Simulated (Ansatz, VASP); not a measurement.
# Ga3Ir2 in VASP and in Ansatz

File INCAR:

```
PREC = Accurate
ENCUT = 600
EDIFF = 1E-6
ISMEAR = 0
SIGMA = 0.1
LREAL = F
LASPH = T
NELM = 100
ALGO = Fast
ISIF = 3
LWAVE = F
LCHARG = F
GGA = PE
IBRION = 2
NSW = 90
EDIFFG = -0.04
```

The input KPOINTS:

```
Automatic mesh
0
Gamma
  4 4 4
```

Contents of POSCAR:

```
Ga3Ir2
1.0
    4.5920715500      0.0000000000      0.0000000000
    0.0000000000      4.5920715500      0.0000000000
    0.0000000000      0.0000000000      4.5920715500
Ga Ir
3 2
Direct
    0.0000000000      0.5000000000      0.5000000000
    0.5000000000      0.0000000000      0.5000000000
    0.5000000000      0.5000000000      0.0000000000
    0.5000000000      0.5000000000      0.5000000000
    0.0000000000      0.0000000000      0.0000000000
```

Input for Ansatz:

```yaml
crystal:
  lattice:
    - [4.59207155, 0.0, 0.0]
    - [0.0, 4.59207155, 0.0]
    - [0.0, 0.0, 4.59207155]
  atoms:
    - { symbol: Ga, position: [0.0, 0.5, 0.5] }
    - { symbol: Ga, position: [0.5, 0.0, 0.5] }
    - { symbol: Ga, position: [0.5, 0.5, 0.0] }
    - { symbol: Ir, position: [0.5, 0.5, 0.5] }
    - { symbol: Ir, position: [0.0, 0.0, 0.0] }
basis:
  ecutwfc: 420
kpoints:
  mp_grid: { grid: [4, 4, 4] }
hamiltonian:
  xc: pbe
scf:
  occupations: { method: gaussian, width: 0.1 }
  lower_state_search: "off"
output:
  forces: true
  stress: true
  eigenvalues: true
relax:
  adjacent_minimum: "off"
  f_tol: 0.04
  max_steps: 70
  cell: { stress_tol: 0.4 }
```

Alike in both runs: task relaxation of cell and atoms; functional PBE; k mesh 4 × 4 × 4; occupations gaussian, width 0.1 eV; no spin polarisation.

```csv
,VASP,Ansatz
version,VASP 6.6.1,Ansatz 0.2.0
potentials or method,"VASP PAW PBE potentials, release 64 (Ga_d, Ir), cutoff 600 eV","scalar-relativistic, plane waves, PAW"
valence electrons in the cell,57,73
```

```csv
,VASP,Ansatz,Ansatz less VASP
"gap on the k mesh at the Fermi level, each at its own relaxed structure (eV)",none,none,-
relaxed volume (Å³/atom),20.62,20.59,-0.032
relaxed cell length with the largest relative difference (Å),4.689,4.687,-0.0025
```

A gap of «none» marks a metal or a gap that the smearing closes. VASP's potentials hold 57 valence electrons a cell and Ansatz's 73, so a difference there can come from the potentials and not from the codes.

Neither program's run includes spin-orbit coupling.
